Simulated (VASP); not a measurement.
A run of VASP 6.6.1 is set up as follows.

Contents of POSCAR:

```
TaN
1.0
    5.3310210114      0.0000000000      0.0000000000
   -2.6655105057      4.6167996259      0.0000000000
    0.0000000000      0.0000000000      2.9866439885
Ta N
3 3
Direct
    0.3333333333      0.6666666667      0.5000000000
    0.6666666667      0.3333333333      0.5000000000
    0.0000000000      0.0000000000      0.0000000000
    0.3928500000      0.0000000000      0.0000000000
    0.6071500000      0.6071500000      0.0000000000
    0.0000000000      0.3928500000      0.0000000000
```

Contents of INCAR.step1:

```
ALGO     = Normal         # electronic algorithm
EDIFF    = 1E-4           # SCF threshold, eV
ENCUT    = 520            # plane-wave cutoff, eV
GGA      = PE             # functional
ISMEAR   = -1             # smearing method
LASPH    = True           # aspherical terms in the spheres
LCHARG   = False          # write CHGCAR
LREAL    = False          # projectors in reciprocal space
LWAVE    = True           # write WAVECAR
NBANDS   = 33             # bands
NELM     = 80             # most SCF steps
PREC     = Accurate       # precision mode
SIGMA    = 0.1            # smearing width, eV
```

INCAR.step2

```
ALGO     = Normal         # electronic algorithm
EDIFF    = 1E-6           # SCF threshold, eV
ENCUT    = 520            # plane-wave cutoff, eV
ISIF     = 2              # what is computed and relaxed
ISMEAR   = -1             # smearing method
ISTART   = 1            
IVDW     = 12             # dispersion correction
LASPH    = True           # aspherical terms in the spheres
LCHARG   = True           # write CHGCAR
LELF     = True           # ELF
LMIXTAU  = True         
LREAL    = False          # projectors in reciprocal space
LVHAR    = True         
LWAVE    = False          # write WAVECAR
METAGGA  = R2SCAN         # meta-GGA
NBANDS   = 33             # bands
NELM     = 80             # most SCF steps
PREC     = Accurate       # precision mode
SIGMA    = 0.1            # smearing width, eV
VDW_A1   = 0.49484001   
VDW_A2   = 5.73083694   
VDW_S6   = 1.0          
VDW_S8   = 0.78981345
```

KPOINTS

```
k-points
0
Gamma
  5 5 8
```

Potentials or basis: VASP PAW PBE potentials, release 64 (Ta_pv, N).

Launch:

```console
$ cat potpaw_PBE.64/Ta_pv/POTCAR potpaw_PBE.64/N/POTCAR > POTCAR
$ cp INCAR.step1 INCAR
$ mpirun -np 1 vasp_std > vasp.out
$ cp INCAR.step2 INCAR
$ mpirun -np 1 vasp_std > vasp.out
```

(1) Predict the band gap on the k mesh.

(2) Predict the dispersion energy per atom.

Results:

(1) zero (bands 24 and 25 overlap by 2.98 eV).

(2) -0.193 eV.

Caveat: three body term missing; the cell stands under tension; spin-orbit coupling is left out, which moves the levels of the heavy elements.
